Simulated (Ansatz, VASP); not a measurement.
## One calculation of K, two programs

POSCAR

```
K
1.0
    8.4903811700      0.0000000000      0.0000000000
    0.0000000000      8.4903811700      0.0000000000
    0.0000000000      0.0000000000      8.4903811700
K
8
Direct
    0.0000000000      0.0000000000      0.0000000000
    0.5000000000      0.2500000000      0.0000000000
    0.5000000000      0.7500000000      0.0000000000
    0.0000000000      0.5000000000      0.2500000000
    0.2500000000      0.0000000000      0.5000000000
    0.7500000000      0.0000000000      0.5000000000
    0.5000000000      0.5000000000      0.5000000000
    0.0000000000      0.5000000000      0.7500000000
```

The input INCAR.step1:

```
SYSTEM = K
PREC     = Accurate       ! precision mode
ENCUT    = 550            ! plane-wave cutoff, eV
ISMEAR   = 0              ! smearing method
SIGMA    = 0.1            ! smearing width, eV
LREAL    = .False.        ! projectors in reciprocal space
LASPH    = .True.         ! aspherical terms in the spheres
NELM     = 120            ! most SCF steps
GGA      = PE             ! functional
ALGO     = Normal         ! electronic algorithm
EDIFF    = 1E-5           ! SCF threshold, eV
LWAVE    = .True.         ! write WAVECAR
LCHARG   = .False.        ! write CHGCAR
GGA_COMPAT= .False.      
IBRION   = 2              ! ionic algorithm
ISIF     = 3              ! what is computed and relaxed
EDIFFG   = -0.005         ! ionic threshold
NELMIN   = 4            
NSW      = 100            ! ionic steps
KPAR     = 4
```

The input INCAR.step2:

```
SYSTEM = K
PREC     = Accurate       ! precision mode
ENCUT    = 550            ! plane-wave cutoff, eV
EDIFF    = 1E-7           ! SCF threshold, eV
ISMEAR   = 0              ! smearing method
SIGMA    = 0.1            ! smearing width, eV
LREAL    = .False.        ! projectors in reciprocal space
LASPH    = .True.         ! aspherical terms in the spheres
NELM     = 120            ! most SCF steps
ALGO     = Normal         ! electronic algorithm
ISIF     = 3              ! what is computed and relaxed
LWAVE    = .False.        ! write WAVECAR
LCHARG   = .False.        ! write CHGCAR
METAGGA  = R2SCAN         ! meta-GGA
LMIXTAU  = .True.       
IBRION   = 2              ! ionic algorithm
NSW      = 100            ! ionic steps
EDIFFG   = -0.01          ! ionic threshold
ISTART   = 1            
GGA_COMPAT= .False.      
NELMIN   = 4            
KPAR     = 4
```

The input KPOINTS:

```
regular mesh
0
Gamma
  4 4 4
  0 0 0
```

Input for Ansatz:

```yaml
crystal:
  lattice:
    - [8.49038117, 0.0, 0.0]
    - [0.0, 8.49038117, 0.0]
    - [0.0, 0.0, 8.49038117]
  atoms:
    - { symbol: K, position: [0.0, 0.0, 0.0] }
    - { symbol: K, position: [0.5, 0.25, 0.0] }
    - { symbol: K, position: [0.5, 0.75, 0.0] }
    - { symbol: K, position: [0.0, 0.5, 0.25] }
    - { symbol: K, position: [0.25, 0.0, 0.5] }
    - { symbol: K, position: [0.75, 0.0, 0.5] }
    - { symbol: K, position: [0.5, 0.5, 0.5] }
    - { symbol: K, position: [0.0, 0.5, 0.75] }
basis:
  ecutwfc: 500
kpoints:
  mp_grid: { grid: [4, 4, 4] }
hamiltonian:
  xc: r2scan
scf:
  occupations: { method: gaussian, width: 0.1 }
output:
  forces: true
  stress: true
  eigenvalues: true
relax:
  adjacent_minimum: "off"
  f_tol: 0.01
  max_steps: 80
  cell: { stress_tol: 0.05 }
```

Alike in both runs: task relaxation of cell and atoms; functional r2SCAN; k mesh 4 × 4 × 4; occupations gaussian, width 0.1 eV; no spin polarisation.

|  | VASP | Ansatz |
| --- | --- | --- |
| version | VASP 6.6.1 | Ansatz 0.2.0 |
| potentials or method | VASP PAW PBE potentials, release 64 (K_sv), cutoff 550 eV | scalar-relativistic, plane waves, PAW |
| valence electrons in the cell | 72 | 72 |

|  | VASP | Ansatz | Ansatz less VASP |
| --- | --- | --- | --- |
| gap on the k mesh at the Fermi level, each at its own relaxed structure (eV) | none | none | - |
| relaxed volume (Å³/atom) | 76.51 | 76.51 | 0.000 |
| relaxed cell length with the largest relative difference (Å) | 8.490 | 8.490 | 0.0000 |

VASP's potentials were made for PBE, not for r2SCAN. A gap of «none» marks a metal or a gap that the smearing closes.

Noted on VASP's run: the relaxation stopped at its first step, so nothing moved.
